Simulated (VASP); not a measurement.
# I (P4/nmm) in VASP: single point with PBEsol

Aim: the single point of I with PBEsol.

Program: VASP 6.6.1. These are calculated values, not measurements. Logs are shortened: lines on timing, memory, paths and dates and some standing lists are left out, and cuts for length are marked.

## Step 1: The cell of the first run

It takes space group P4/nmm (No. 129, tetragonal). Conventional cell: a = 4.071 Å, b = 4.071 Å, c = 8.941 Å, α = 90.00°, β = 90.00°, γ = 90.00°. I (site symmetry 4mm) has 8 I at 4.07 to 4.25 Å within 5.3 Å.

## Step 2: Single point, PBEsol

The input, INCAR:

```
  PREC = Accurate
  ENCUT = 520
  EDIFF = 1E-7
  ISMEAR = 1
  SIGMA = 0.05
  LREAL = F
  LASPH = T
  NELM = 100
  ALGO = Normal
  ISIF = 2
  LWAVE = F
  LCHARG = F
  GGA = PS
  NBANDS = 14
```

The input, KPOINTS:

```
Automatic mesh
0
Gamma
  6 6 2
```

The input, POSCAR:

```
I
1.0
    4.0710000000      0.0000000000      0.0000000000
    0.0000000000      4.0710000000      0.0000000000
    0.0000000000      0.0000000000      8.9410000000
I
2
Direct
    0.0000000000      0.5000000000      0.6750000000
    0.5000000000      0.0000000000      0.3250000000
```

Potentials or basis: VASP PAW PBE potentials, release 64 (I).

Started as:

```console
> cat potpaw_PBE.64/I/POTCAR > POTCAR
> mpirun -np 1 vasp_std > vasp.out
```

OUTCAR:

```text
PREC = Accurate
   ENCUT = 520
   EDIFF = 1E-7
   ISMEAR = 1
   LREAL = F
   LASPH = T
   NELM = 100
   ISIF = 2
   GGA = PS

 ion  position               nearest neighbor table
   1  0.000  0.500  0.675-
   2  0.500  0.000  0.325-

  LATTYP: Found a simple tetragonal cell.
 ALAT       =     4.0710000000
 C/A-ratio  =     2.1962662736

  Lattice vectors:

 A1 = (   4.0710000000,   0.0000000000,   0.0000000000)
 A2 = (   0.0000000000,   4.0710000000,   0.0000000000)
 A3 = (   0.0000000000,   0.0000000000,   8.9410000000)

Analysis of symmetry for initial positions (statically):
=====================================================================
 Subroutine PRICEL returns:
 Original cell was already a primitive cell.

 Routine SETGRP: Setting up the symmetry group for a
 simple tetragonal supercell.

 Subroutine GETGRP returns: Found 16 space group operations
 (whereof  8 operations were pure point group operations)
 out of a pool of 16 trial point group operations.

The static configuration has the point symmetry D_2d.
 The point group associated with its full space group is D_4h.

Analysis of symmetry for dynamics (positions and initial velocities):
=====================================================================
 Subroutine PRICEL returns:
 Original cell was already a primitive cell.

 Routine SETGRP: Setting up the symmetry group for a
 simple tetragonal supercell.

 Subroutine GETGRP returns: Found 16 space group operations
 (whereof  8 operations were pure point group operations)
 out of a pool of 16 trial point group operations.

The dynamic configuration has the point symmetry D_2d.
 The point group associated with its full space group is D_4h.

 Subroutine INISYM returns: Found 16 space group operations
 (whereof  8 operations are pure point group operations),
 and found     1 'primitive' translations

----------------------------------------------------------------------------------------

                                     Primitive cell

  volume of cell :     148.1796

  direct lattice vectors                    reciprocal lattice vectors
     4.071000000  0.000000000  0.000000000     0.245639892  0.000000000  0.000000000
     0.000000000  4.071000000  0.000000000     0.000000000  0.245639892  0.000000000
     0.000000000  0.000000000  8.941000000     0.000000000  0.000000000  0.111844313

  length of vectors
     4.071000000  4.071000000  8.941000000     0.245639892  0.245639892  0.111844313

  position of ions in fractional coordinates (direct lattice)
     0.000000000  0.500000000  0.675000000
     0.500000000  0.000000000  0.325000000

  ion indices of the primitive-cell ions
   primitive index   ion index
                 1           1
                 2           2

----------------------------------------------------------------------------------------

 KPOINTS: Automatic mesh

Automatic generation of k-mesh.
 Grid dimensions read from file:
 generate k-points for:    6    6    2

 Generating k-lattice:

  Cartesian coordinates                     Fractional coordinates (reciprocal lattice)
     0.040939982  0.000000000  0.000000000     0.166666667  0.000000000  0.000000000
     0.000000000  0.040939982  0.000000000     0.000000000  0.166666667  0.000000000
     0.000000000  0.000000000  0.055922156     0.000000000  0.000000000  0.500000000

  Length of vectors
     0.040939982  0.040939982  0.055922156

  Shift w.r.t. Gamma in fractional coordinates (k-lattice)
     0.000000000  0.000000000  0.000000000

 Subroutine IBZKPT returns following result:
 ===========================================

 Found     20 irreducible k-points:

 Following reciprocal coordinates:
            Coordinates               Weight
  0.000000  0.000000  0.000000      1.000000
  0.166667  0.000000  0.000000      4.000000
  0.333333  0.000000  0.000000      4.000000
  0.500000  0.000000  0.000000      2.000000
  0.166667  0.166667  0.000000      4.000000
  0.333333  0.166667  0.000000      8.000000
[... 12 lines left out ...]
  0.500000  0.333333  0.500000      4.000000
  0.500000  0.500000  0.500000      1.000000
   k-points           NKPTS =     20   k-points in BZ     NKDIM =     20   number of bands    NBANDS=     14
   number of dos      NEDOS =    301   number of ions     NIONS =      2
   total plane-waves  NPLWV =  63000
   dimension x,y,z NGX =    30 NGY =   30 NGZ =   70
   dimension x,y,z NGXF=    60 NGYF=   60 NGZF=  140
   ions per type =               2
   NGX,Y,Z   is equivalent  to a cutoff of  12.25, 12.25, 13.02 a.u.
   NGXF,Y,Z  is equivalent  to a cutoff of  24.50, 24.50, 26.03 a.u.
 SYSTEM =  unknown system
   PREC   = accura    normal or accurate (medium, high low for compatibility)
   ISTART =      0    job   : 0-new  1-cont  2-samecut
   ICHARG =      2    charge: 1-file 2-atom 10-const
   ISPIN  =      1    spin polarized calculation?
   LNONCOLLINEAR =      F non collinear calculations
   LSORBIT =      F    spin-orbit coupling
   LASPH  =      T    aspherical Exc in radial PAW
   ENCUT  =  520.0 eV  38.22 Ry    6.18 a.u.   7.57  7.57 16.62*2*pi/ulx,y,z
   NELM   =    100;   NELMIN=  2; NELMDL= -5     # of ELM steps
   EDIFF  = 0.1E-06   stopping-criterion for ELM
   LREAL  =      F    real-space projection
   EDIFFG = 0.1E-05   stopping-criterion for IOM
   NSW    =      0    number of steps for IOM
   IBRION =     -1    ionic relax: 0-MD 1-quasi-New 2-CG
   NFREE  =      0    steps in history (QN), initial steepest desc. (CG)
   ISIF   =      2    stress and relaxation
   ISYM   =      2    0-nonsym 1-usesym 2-fastsym
   POTIM  = 0.5000    time-step for ionic-motion
   TEBEG  =    0.0;   TEEND  =   0.0 temperature during run
   PSTRESS=    0.0 pullay stress
   NELECT =      14.0000    total number of electrons
   NUPDOWN=      -1.0000    fix difference up-down
   EMIN   =  10.00;   EMAX   =-10.00  energy-range for DOS
   EFERMI =   0.00;   METHOD = LEGACY
   ISMEAR =     1;   SIGMA  =   0.05  broadening in eV -4-tet -1-fermi 0-gaus
   EFERMI_NEDOS =   21; number of points for ismear=-14 and -15
   IALGO  =     38    algorithm
   IMIX   =      4    mixing-type and parameters
     AMIX     =   0.40;   BMIX     =  1.00
     AMIX_MAG =   1.60;   BMIX_MAG =  1.00
  volume/ion in A,a.u.               =      74.09       499.98
  Fermi-wavevector in a.u.,A,eV,Ry     =   0.745627  1.409030  7.564282  0.555959
  Thomas-Fermi vector in A             =   1.841258
   LORBIT       =      0    0 simple, 1 ext, 2 COOP (PROOUT), +10 PAW based schemes
   GGA     = PS    functional components
   LHFCALC =     F    Hartree Fock is set to
   AEXX    =    0.0000 exact exchange contribution
   IVDW    =     0    specifies the selected vdW correction
   LEPSILON=     F    determine dielectric tensor
   LRPA    =     F    only Hartree local field effects (RPA)
 non-spin polarized calculation
 Methfessel and Paxton  Order N= 1 SIGMA  =   0.05
  energy-cutoff  :      520.00
  volume of cell :      148.18
 maximum number of plane-waves:      4028
   NGX = 15   NGY = 15   NGZ = 33

 number of electron      13.9999999 magnetization

 Free energy of the ion-electron system (eV)
  ---------------------------------------------------
  ext. energy  EPLUGINS =         0.00000000
  ---------------------------------------------------
  free energy    TOTEN  =        -1.63366820 eV

  energy without entropy =       -1.63408117  energy(sigma->0) =       -1.63380586

 E-fermi :  -1.8848     XC(G=0):  -5.8891

 val. band max:       -1.9065278371   @ k =   0.1667   0.1667   0.0000
 cond. band min:      -1.8792235383   @ k =   0.0000   0.0000   0.0000
 fundamental gap:      0.0273042987
 Fermi energy:        -1.8848033921

 k-point     1 :       0.0000    0.0000    0.0000
  band No.  band energies     occupation
      1     -13.2459      2.00000
      2     -12.9569      2.00000
      3      -3.3699      2.00000
      4      -2.0316      2.00027
      5      -1.8792      0.81241
      6      -1.8792      0.81241
      7      -1.4744     -0.00000
      8      -1.4744     -0.00000
      9       3.4201      0.00000
     10       4.7237      0.00000
     11       5.5519      0.00000
     12       6.0872      0.00000
     13       6.7571      0.00000
     14       7.7889      0.00000

 k-point     2 :       0.1667    0.0000    0.0000
  band No.  band energies     occupation
      1     -13.1754      2.00000
      2     -12.9195      2.00000
      3      -3.2838      2.00000
      4      -2.5830      2.00000
      5      -2.0396      2.00011
      6      -1.8732      0.61963
      7      -1.8028     -0.04246
      8      -1.4449     -0.00000
      9       3.8885      0.00000
     10       5.1276      0.00000
     11       6.3103      0.00000
     12       6.3205      0.00000
     13       6.9691      0.00000
     14       7.4474      0.00000

 k-point     3 :       0.3333    0.0000    0.0000
  band No.  band energies     occupation
      1     -13.0120      2.00000
      2     -12.8572      2.00000
      3      -3.4207      2.00000
      4      -3.3987      2.00000
      5      -2.5437      2.00000
      6      -1.9669      2.04235
      7      -1.6217     -0.00000
      8      -1.4058     -0.00000
      9       4.8031      0.00000
     10       5.3895      0.00000
     11       6.0762      0.00000
     12       6.3582      0.00000
     13       7.3226      0.00000
     14       7.5570      0.00000
[... 256 lines left out ...]
 k-point    19 :       0.5000    0.3333    0.5000
  band No.  band energies     occupation
      1     -12.7147      2.00000
      2     -12.7147      2.00000
      3      -3.4838      2.00000
      4      -3.4838      2.00000
      5      -2.7478      2.00000
      6      -2.7478      2.00000
      7      -2.1595      2.00000
      8      -2.1595      2.00000
      9       5.0572      0.00000
     10       5.0572      0.00000
     11       5.8413      0.00000
     12       5.8413      0.00000
     13       6.7880      0.00000
     14       6.7880      0.00000

 k-point    20 :       0.5000    0.5000    0.5000
  band No.  band energies     occupation
      1     -12.6578      2.00000
      2     -12.6578      2.00000
      3      -3.5262      2.00000
      4      -3.5262      2.00000
      5      -2.9074      2.00000
      6      -2.9074      2.00000
      7      -2.1766      2.00000
      8      -2.1766      2.00000
      9       4.6112      0.00000
     10       4.6112      0.00000
     11       5.9144      0.00000
     12       5.9144      0.00000
     13       7.1508      0.00000
     14       7.1508      0.00000

------------------------ aborting loop because EDIFF is reached ----------------------------------------

  FORCE on cell =-STRESS in cart. coord.  units (eV):
  Direction    XX          YY          ZZ          XY          YZ          ZX
  --------------------------------------------------------------------------------------
  -------------------------------------------------------------------------------------
  Total       -3.2622456     -3.2622456     -0.7765795      0.0000000     -0.0000000      0.0000000
  in kB      -35.2727186    -35.2727186     -8.3966916      0.0000000     -0.0000000      0.0000000
  external PRESSURE =     -26.3140429 kB  Pullay stress =       0.0000000 kB

 VOLUME and BASIS-vectors are now :
 -----------------------------------------------------------------------------
  energy-cutoff  :      520.00
  volume of cell :      148.18
      direct lattice vectors                 reciprocal lattice vectors
     4.071000000  0.000000000  0.000000000     0.245639892  0.000000000  0.000000000
     0.000000000  4.071000000  0.000000000     0.000000000  0.245639892  0.000000000
     0.000000000  0.000000000  8.941000000     0.000000000  0.000000000  0.111844313

 POSITION                                       TOTAL-FORCE (eV/Angst)
 -----------------------------------------------------------------------------------
      0.00000      2.03550      6.03517         0.000000      0.000000     -0.232638
      2.03550      0.00000      2.90583        -0.000000      0.000000      0.232638
 -----------------------------------------------------------------------------------
    total drift:                                0.000000      0.000000      0.000000

  FREE ENERGIE OF THE ION-ELECTRON SYSTEM (eV)
  ---------------------------------------------------
  free  energy   TOTEN  =        -1.6336682027 eV

  energy  without entropy=       -1.6340811699  energy(sigma->0) =       -1.63380586
```

It took 41 s on 1 thread of Intel Xeon 8259CL, shared host; peak memory 0.25 GiB.

Results:

```
Free energy            : -1.6337 eV
Pressure               : -2.6 GPa
Largest force          : 0.233 eV/Å
Band gap on the k mesh : zero (bands 7 and 8 overlap by 0.72 eV)
```

Forces in eV/Å, atoms in the order of the input:
```
I    0.000  0.000 -0.233
I    0.000  0.000  0.233
```

Levels at points of the mesh, in eV from the Fermi level:
| k point | band 5 | band 6 | band 7 | band 8 | band 9 | band 10 |
| --- | --- | --- | --- | --- | --- | --- |
| (0.00, 0.00, 0.00) | 0.01 | 0.01 | 0.41 | 0.41 | 5.30 | 6.61 |
| (0.50, 0.00, 0.00) | -0.36 | -0.36 | 0.43 | 0.43 | 7.36 | 7.36 |
| (0.50, 0.50, 0.00) | -1.01 | -1.01 | -0.29 | -0.29 | 6.37 | 6.37 |
| (0.00, 0.00, 0.50) | 0.01 | 0.01 | 0.41 | 0.41 | 6.23 | 6.28 |
| (0.50, 0.00, 0.50) | -0.33 | -0.33 | 0.43 | 0.43 | 6.73 | 6.73 |
| (0.50, 0.50, 0.50) | -1.02 | -1.02 | -0.29 | -0.29 | 6.50 | 6.50 |

Caveat: the PAW data sets were made with another functional, which shifts forces and pressure a little; spin-orbit coupling is left out, which moves the levels of the heavy elements.
